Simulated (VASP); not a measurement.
# I (Fmmm) in VASP: a series of runs

I is run at these levels: b88 exchange, pbe correlation, r2SCAN, PBEsol-based global hybrid with 25 % exact exchange; tasks: single point.

Program: VASP 6.6.1. These are calculated values, not measurements. Logs are shortened: lines on timing, memory, paths and dates and some standing lists are left out, and cuts for length are marked.

### Step 1. The cell of the first run

Symmetry: Fmmm, No. 69, orthorhombic system. Conventional cell: a = 4.384 Å, b = 4.731 Å, c = 7.820 Å, α = 90.00°, β = 90.00°, γ = 90.00°. I (site symmetry mmm) has 4 I at 3.23 Å within 4.2 Å.

### Step 2. Single point, b88 exchange, pbe correlation

File INCAR:

```
ALGO     = Normal         # electronic algorithm
EDIFF    = 1E-6           # SCF threshold, eV
ENCUT    = 500            # plane-wave cutoff, eV
GGA      = LIBXC          # functional
GGA_COMPAT= F            
ISIF     = 2              # what is computed and relaxed
ISMEAR   = -1             # smearing method
LASPH    = T              # aspherical terms in the spheres
LCHARG   = T              # write CHGCAR
LELF     = T              # ELF
LIBXC1   = GGA_X_B88    
LIBXC2   = GGA_C_PBE    
LREAL    = F              # projectors in reciprocal space
LVHAR    = T            
LWAVE    = F              # write WAVECAR
NBANDS   = 10             # bands
NELM     = 120            # most SCF steps
PREC     = Accurate       # precision mode
SIGMA    = 0.05           # smearing width, eV
```

File KPOINTS:

```
k-points
0
Gamma
  9 9 9
```

File POSCAR:

```
I
1.0
    0.0000000000      2.3656004428      3.9098401324
    2.1922454667      0.0000000000      3.9098401324
    2.1922454667      2.3656004428      0.0000000000
I
1
Direct
    0.0000000000      0.0000000000      0.0000000000
```

Potentials or basis: VASP PAW PBE potentials, release 64 (I).

The run is started by

```console
> cat potpaw_PBE.64/I/POTCAR > POTCAR
> mpirun -np 1 vasp_std > vasp.out
```

OUTCAR:

```text
EDIFF = 1E-6
   ENCUT = 500
   GGA = LIBXC
   ISIF = 2
   ISMEAR = -1
   LASPH = T
   LREAL = F
   NELM = 120
   PREC = Accurate

 ion  position               nearest neighbor table
   1  0.000  0.000  0.000-

  LATTYP: Found a face centered orthorhombic cell.
 ALAT       =     4.3844909334
 B/A-ratio  =     1.0790764441
 C/A-ratio  =     1.7834864717

  Lattice vectors:

 A1 = (   0.0000000000,   2.3656004428,   3.9098401324)
 A2 = (   2.1922454667,   0.0000000000,   3.9098401324)
 A3 = (   2.1922454667,   2.3656004428,   0.0000000000)

Analysis of symmetry for initial positions (statically):
=====================================================================
 Subroutine PRICEL returns:
 Original cell was already a primitive cell.

 Routine SETGRP: Setting up the symmetry group for a
 face centered orthorhombic supercell.

 Subroutine GETGRP returns: Found  8 space group operations
 (whereof  8 operations were pure point group operations)
 out of a pool of  8 trial point group operations.

The static configuration has the point symmetry D_2h.

Analysis of symmetry for dynamics (positions and initial velocities):
=====================================================================
 Subroutine PRICEL returns:
 Original cell was already a primitive cell.

 Routine SETGRP: Setting up the symmetry group for a
 face centered orthorhombic supercell.

 Subroutine GETGRP returns: Found  8 space group operations
 (whereof  8 operations were pure point group operations)
 out of a pool of  8 trial point group operations.

The dynamic configuration has the point symmetry D_2h.

 Subroutine INISYM returns: Found  8 space group operations
 (whereof  8 operations are pure point group operations),
 and found     1 'primitive' translations

----------------------------------------------------------------------------------------

                                     Primitive cell

  volume of cell :      40.5527

  direct lattice vectors                    reciprocal lattice vectors
     0.000000000  2.365600443  3.909840132    -0.228076649  0.211362828  0.127882467
     2.192245467  0.000000000  3.909840132     0.228076649 -0.211362828  0.127882467
     2.192245467  2.365600443  0.000000000     0.228076649  0.211362828 -0.127882467

  length of vectors
     4.569782852  4.482498193  3.225214046     0.336224818  0.336224818  0.336224818

  position of ions in fractional coordinates (direct lattice)
     0.000000000  0.000000000  0.000000000

  ion indices of the primitive-cell ions
   primitive index   ion index
                 1           1

----------------------------------------------------------------------------------------

 KPOINTS: k-points

Automatic generation of k-mesh.
 Grid dimensions read from file:
 generate k-points for:    9    9    9

 Generating k-lattice:

  Cartesian coordinates                     Fractional coordinates (reciprocal lattice)
    -0.025341850  0.023484759  0.014209163     0.111111111  0.000000000  0.000000000
     0.025341850 -0.023484759  0.014209163     0.000000000  0.111111111  0.000000000
     0.025341850  0.023484759 -0.014209163     0.000000000  0.000000000  0.111111111

  Length of vectors
     0.037358313  0.037358313  0.037358313

  Shift w.r.t. Gamma in fractional coordinates (k-lattice)
     0.000000000  0.000000000  0.000000000

 Subroutine IBZKPT returns following result:
 ===========================================

 Found    125 irreducible k-points:

 Following reciprocal coordinates:
            Coordinates               Weight
  0.000000  0.000000  0.000000      1.000000
  0.111111  0.000000  0.000000      8.000000
  0.222222  0.000000  0.000000      8.000000
  0.333333  0.000000  0.000000      8.000000
  0.444444  0.000000  0.000000      8.000000
  0.111111  0.111111  0.000000      2.000000
[... 16 lines left out ...]
 -0.333333  0.333333 -0.000000      4.000000
  0.444444  0.444444  0.000000      2.000000
 [... further k-points ...]
   k-points           NKPTS =    125   k-points in BZ     NKDIM =    125   number of bands    NBANDS=     10
   number of dos      NEDOS =    301   number of ions     NIONS =      1
   total plane-waves  NPLWV =  31104
   dimension x,y,z NGX =    36 NGY =   36 NGZ =   24
   dimension x,y,z NGXF=    72 NGYF=   72 NGZF=   48
   ions per type =               1
   NGX,Y,Z   is equivalent  to a cutoff of  13.10, 13.35, 12.37 a.u.
   NGXF,Y,Z  is equivalent  to a cutoff of  26.19, 26.70, 24.74 a.u.
 SYSTEM =  unknown system
   PREC   = accura    normal or accurate (medium, high low for compatibility)
   ISTART =      0    job   : 0-new  1-cont  2-samecut
   ICHARG =      2    charge: 1-file 2-atom 10-const
   ISPIN  =      1    spin polarized calculation?
   LNONCOLLINEAR =      F non collinear calculations
   LSORBIT =      F    spin-orbit coupling
   LASPH  =      T    aspherical Exc in radial PAW
   ENCUT  =  500.0 eV  36.75 Ry    6.06 a.u.   8.33  8.17  5.88*2*pi/ulx,y,z
   NELM   =    120;   NELMIN=  2; NELMDL= -5     # of ELM steps
   EDIFF  = 0.1E-05   stopping-criterion for ELM
   LREAL  =      F    real-space projection
   EDIFFG = 0.1E-04   stopping-criterion for IOM
   NSW    =      0    number of steps for IOM
   IBRION =     -1    ionic relax: 0-MD 1-quasi-New 2-CG
   NFREE  =      0    steps in history (QN), initial steepest desc. (CG)
   ISIF   =      2    stress and relaxation
   ISYM   =      2    0-nonsym 1-usesym 2-fastsym
   POTIM  = 0.5000    time-step for ionic-motion
   TEBEG  =    0.0;   TEEND  =   0.0 temperature during run
   PSTRESS=    0.0 pullay stress
   NELECT =       7.0000    total number of electrons
   NUPDOWN=      -1.0000    fix difference up-down
   EMIN   =  10.00;   EMAX   =-10.00  energy-range for DOS
   EFERMI =   0.00;   METHOD = LEGACY
   ISMEAR =    -1;   SIGMA  =   0.05  broadening in eV -4-tet -1-fermi 0-gaus
   EFERMI_NEDOS =   21; number of points for ismear=-14 and -15
   IALGO  =     38    algorithm
   IMIX   =      4    mixing-type and parameters
     AMIX     =   0.40;   BMIX     =  1.00
     AMIX_MAG =   1.60;   BMIX_MAG =  1.00
  volume/ion in A,a.u.               =      40.55       273.66
  Fermi-wavevector in a.u.,A,eV,Ry     =   0.911523  1.722529 11.304731  0.830874
  Thomas-Fermi vector in A             =   2.035812
   LORBIT       =      0    0 simple, 1 ext, 2 COOP (PROOUT), +10 PAW based schemes
   GGA     = LIBXC    functional components
   LHFCALC =     F    Hartree Fock is set to
   AEXX    =    0.0000 exact exchange contribution
   IVDW    =     0    specifies the selected vdW correction
   LEPSILON=     F    determine dielectric tensor
   LRPA    =     F    only Hartree local field effects (RPA)
 non-spin polarized calculation
  energy-cutoff  :      500.00
  volume of cell :       40.55
 maximum number of plane-waves:      1048
 NGX is ok and might be reduce to    36
   NGX = 17   NGY = 17   NGZ = 11

 number of electron       7.0000000 magnetization

 Free energy of the ion-electron system (eV)
  ---------------------------------------------------
  ext. energy  EPLUGINS =         0.00000000
  ---------------------------------------------------
  free energy    TOTEN  =        -1.21270566 eV

  energy without entropy =       -1.20754654  energy(sigma->0) =       -1.21012610

 E-fermi :   3.4470     XC(G=0):  -8.2621

 val. band max:        3.4414960221   @ k =  -0.2222   0.0000   0.1111
 cond. band min:       3.4779898753   @ k =  -0.1111   0.1111   0.1111
 fundamental gap:      0.0364938533
 Fermi energy:         3.4470407032

 k-point     1 :       0.0000    0.0000    0.0000
  band No.  band energies     occupation
      1     -10.4405      2.00000
      2       1.5030      2.00000
      3       4.2173      0.00000
      4       4.4895      0.00000
      5       8.0477      0.00000
      6      10.9407      0.00000
      7      11.6600      0.00000
      8      15.5882      0.00000
      9      15.9072      0.00000
     10      15.9268      0.00000

 k-point     2 :       0.1111    0.0000    0.0000
  band No.  band energies     occupation
      1     -10.3097      2.00000
      2       1.5007      2.00000
      3       3.2456      1.96506
      4       4.4465      0.00000
      5       8.4086      0.00000
      6      11.3255      0.00000
      7      12.6958      0.00000
      8      13.4509      0.00000
      9      15.8968      0.00000
     10      16.6124      0.00000

 k-point     3 :       0.2222    0.0000    0.0000
  band No.  band energies     occupation
      1      -9.9445      2.00000
      2       1.1752      2.00000
      3       1.6249      2.00000
      4       4.6545      0.00000
      5       9.1385      0.00000
      6      11.5672      0.00000
      7      11.7587      0.00000
      8      15.3809      0.00000
      9      16.3267      0.00000
     10      17.0273      0.00000

 k-point     4 :       0.3333    0.0000    0.0000
  band No.  band energies     occupation
      1      -9.4480      2.00000
      2      -0.5360      2.00000
      3       1.6374      2.00000
      4       4.9250      0.00000
      5       8.9809      0.00000
      6      11.8364      0.00000
      7      12.1728      0.00000
      8      15.5478      0.00000
      9      17.0605      0.00000
     10      17.6356      0.00000
[... 222 lines left out ...]
 k-point    22 :      -0.4444    0.3333   -0.0000
  band No.  band energies     occupation
      1      -9.7584      2.00000
      2      -0.0018      2.00000
      3       1.0912      2.00000
      4       4.5030      0.00000
      5      11.1590      0.00000
      6      12.1882      0.00000
      7      14.4220      0.00000
      8      16.7294      0.00000
      9      17.1977      0.00000
     10      17.5149      0.00000

 k-point    23 :      -0.3333    0.3333   -0.0000
  band No.  band energies     occupation
      1      -9.3223      2.00000
      2      -0.6264      2.00000
      3       0.5817      2.00000
      4       4.8288      0.00000
      5      10.8365      0.00000
      6      11.7500      0.00000
      7      13.9324      0.00000
      8      15.8421      0.00000
      9      17.7049      0.00000
     10      18.0708      0.00000

 k-point    24 :       0.4444    0.4444    0.0000
  band No.  band energies     occupation
      1     -10.2024      2.00000
      2      -0.5488      2.00000
      3       4.0026      0.00003
      4       4.2951      0.00000
      5      10.4373      0.00000
      6      10.7727      0.00000
      7      13.8647      0.00000
      8      18.2529      0.00000
      9      18.3332      0.00000
     10      18.5235      0.00000

 [... further k-points ...]

------------------------ aborting loop because EDIFF is reached ----------------------------------------

  FORCE on cell =-STRESS in cart. coord.  units (eV):
  Direction    XX          YY          ZZ          XY          YZ          ZX
  --------------------------------------------------------------------------------------
  -------------------------------------------------------------------------------------
  Total        0.0843683      0.0222530      0.2343304      0.0000000      0.0000000      0.0000000
  in kB        3.3332687      0.8791822      9.2580520      0.0000000      0.0000000      0.0000000
  external PRESSURE =       4.4901676 kB  Pullay stress =       0.0000000 kB

 VOLUME and BASIS-vectors are now :
 -----------------------------------------------------------------------------
  energy-cutoff  :      500.00
  volume of cell :       40.55
      direct lattice vectors                 reciprocal lattice vectors
     0.000000000  2.365600443  3.909840132    -0.228076649  0.211362828  0.127882467
     2.192245467  0.000000000  3.909840132     0.228076649 -0.211362828  0.127882467
     2.192245467  2.365600443  0.000000000     0.228076649  0.211362828 -0.127882467

 POSITION                                       TOTAL-FORCE (eV/Angst)
 -----------------------------------------------------------------------------------
      0.00000      0.00000      0.00000         0.000000     -0.000000      0.000000
 -----------------------------------------------------------------------------------
    total drift:                                0.000000      0.000000     -0.000000

  FREE ENERGIE OF THE ION-ELECTRON SYSTEM (eV)
  ---------------------------------------------------
  free  energy   TOTEN  =        -1.2127056602 eV

  energy  without entropy=       -1.2075465422  energy(sigma->0) =       -1.21012610
```

Run time: 43 s. Hardware: 1 thread of AMD EPYC 7R43 (Zen 3), shared host; peak memory 0.17 GiB.

What came out:

```
Free energy            : -1.2127 eV
Pressure               : 0.4 GPa
Band gap on the k mesh : zero (an odd number of electrons rules out a gap without spin polarisation)
```

Levels at points of the mesh, in eV from the Fermi level:
| k point | band 1 | band 2 | band 3 | band 4 | band 5 | band 6 | band 7 | band 8 |
| --- | --- | --- | --- | --- | --- | --- | --- | --- |
| (0.00, 0.00, 0.00) | -13.89 | -1.94 | 0.77 | 1.04 | 4.60 | 7.49 | 8.21 | 12.14 |

Caveat: the PAW data sets were made with another functional, which shifts forces and pressure a little; spin-orbit coupling is left out, which moves the levels of the heavy elements; an odd number of electrons without spin polarisation forces a metal; a magnetic or distorted state may lie lower.

### Step 3. Single point, r2SCAN, non-collinear spin, zero start, spin-orbit coupling

POSCAR is that of step 2.

File INCAR.step1:

```
SYSTEM = I
PREC = Accurate
ENCUT = 520
ISMEAR = 0
SIGMA = 0.005
LREAL = .False.
LASPH = .True.
NELM = 150
LNONCOLLINEAR = .True.
MAGMOM = 0 0 0
LSORBIT = .True.
GGA_COMPAT = .False.
NBANDS = 18
GGA = PE
ALGO = Normal
EDIFF = 1E-4
LWAVE = .True.
LCHARG = .False.
```

File INCAR.step2:

```
SYSTEM = I
PREC = Accurate
ENCUT = 520
EDIFF = 1E-6
ISMEAR = 0
SIGMA = 0.005
LREAL = .False.
LASPH = .True.
NELM = 150
ALGO = Normal
ISIF = 2
LWAVE = .False.
LCHARG = .False.
LNONCOLLINEAR = .True.
MAGMOM = 0 0 0
LORBIT = 11
LSORBIT = .True.
GGA_COMPAT = .False.
LORBMOM = .True.
METAGGA = R2SCAN
LMIXTAU = .True.
NBANDS = 18
ISTART = 1
```

File KPOINTS:

```
Automatic mesh
0
Gamma
  8 8 8
  0 0 0
```

Potentials or basis: VASP PAW PBE potentials, release 64 (I).

The run is started by

```console
> cat potpaw_PBE.64/I/POTCAR > POTCAR
> cp INCAR.step1 INCAR
> mpirun -np 1 vasp_ncl > vasp.out
> cp INCAR.step2 INCAR
> mpirun -np 1 vasp_ncl > vasp.out
```

It took 8.3 min on 1 thread of Intel Xeon Platinum 8488C (Sapphire Rapids), shared host; peak memory 0.4 GiB.

It converged, with:

| Property | Result |
| --- | --- |
| Free energy | -24.5418 eV |
| Pressure | 0.4 GPa |
| Net moment | 0.00 μB per cell |
| Valence electrons inside the program's atomic spheres | I 4.22 |

Stress tensor (GPa, compression positive):
```
 0.62  0.00  0.00
 0.00  0.68  0.00
 0.00  0.00 -0.08
```

Moments on the atoms (μB; x, y, z):
```
I   0.00 0.00 0.00
```

Caveat: the PAW data sets were made with another functional, which shifts forces and pressure a little.

### Step 4. Single point, PBEsol-based global hybrid with 25 % exact exchange

POSCAR is that of step 3.

File INCAR.step1:

```
PREC     = Accurate       # precision mode
ENCUT    = 520            # plane-wave cutoff, eV
EDIFF    = 1E-5           # SCF threshold, eV
ISMEAR   = -1             # smearing method
SIGMA    = 0.05           # smearing width, eV
LREAL    = F              # projectors in reciprocal space
LASPH    = T              # aspherical terms in the spheres
NELM     = 80             # most SCF steps
ALGO     = Normal         # electronic algorithm
ISIF     = 2              # what is computed and relaxed
LWAVE    = T              # write WAVECAR
GGA      = PE             # functional
NBANDS   = 10             # bands
```

File INCAR.step2:

```
PREC     = Accurate       # precision mode
ENCUT    = 520            # plane-wave cutoff, eV
EDIFF    = 1E-7           # SCF threshold, eV
ISMEAR   = -1             # smearing method
SIGMA    = 0.05           # smearing width, eV
LREAL    = F              # projectors in reciprocal space
LASPH    = T              # aspherical terms in the spheres
NELM     = 80             # most SCF steps
ALGO     = Normal         # electronic algorithm
ISIF     = 2              # what is computed and relaxed
LWAVE    = F              # write WAVECAR
LCHARG   = T              # write CHGCAR
GGA      = PS             # functional
LHFCALC  = T              # exact exchange
AEXX     = 0.25           # exact-exchange fraction
PRECFOCK = Normal       
LELF     = T              # ELF
LVHAR    = T            
ISTART   = 1            
NBANDS   = 10             # bands
```

File KPOINTS:

```
Automatic mesh
0
Gamma
  5 5 5
```

The run is started by

```console
> cat potpaw_PBE.64/I/POTCAR > POTCAR
> cp INCAR.step1 INCAR
> mpirun -np 1 vasp_std > vasp.out
> cp INCAR.step2 INCAR
> mpirun -np 1 vasp_std > vasp.out
```

Wall time 26 min (1 thread of Intel Xeon 8259CL, shared host); peak memory 0.18 GiB.

Results (log left out):

```
Free energy            : -2.3083 eV
Pressure               : -2.5 GPa
Band gap on the k mesh : zero (an odd number of electrons rules out a gap without spin polarisation)
```

Stress tensor (GPa, compression positive):
```
-4.00  0.00  0.00
 0.00 -3.04  0.00
 0.00  0.00 -0.39
```

Levels at points of the mesh, in eV from the Fermi level:
```
           k point  band 1  band 2  band 3  band 4  band 5  band 6  band 7  band 8
(0.00, 0.00, 0.00)  -15.02   -2.08    2.10    2.47    6.10    9.34    9.99   14.18
```

Caveat: the k points lie up to 0.42 Å⁻¹ apart, too coarse for converged energies and pressures of a metal; the PAW data sets were made with another functional, which shifts forces and pressure a little; spin-orbit coupling is left out, which moves the levels of the heavy elements; an odd number of electrons without spin polarisation forces a metal; a magnetic or distorted state may lie lower.

### Step 5. Overview

| level | spin | k mesh | cutoff (eV) | smearing | grid for exact exchange (PRECFOCK) | share of exact exchange | gap on the mesh (eV) | pressure (GPa) |
| --- | --- | --- | --- | --- | --- | --- | --- | --- |
| b88 exchange, pbe correlation | off | 9 × 9 × 9 | 500 | fermi-dirac 0.05 eV | - | - | none | 0.4 |
| r2SCAN | non-collinear, zero start, SOC | 8 × 8 × 8 | 520 | gaussian 0.005 eV | - | - | - | 0.4 |
| PBEsol-based global hybrid with 25 % exact exchange | off | 5 × 5 × 5 | 520 | fermi-dirac 0.05 eV | Normal | 0.25 | none | -2.5 |

Alike in all rows: task single point; potentials or basis VASP PAW PBE potentials, release 64 (I); cell as given.

Caveats: some runs use coarse meshes; the PAW data sets were made with another functional, which shifts forces and pressure a little; spin-orbit coupling is left out, which moves the levels of the heavy elements (at least some runs); an odd number of electrons without spin polarisation forces a metal (at least some runs); a magnetic or distorted state may lie lower (at least some runs).

Absolute energies hang on the potentials; compare differences alone.
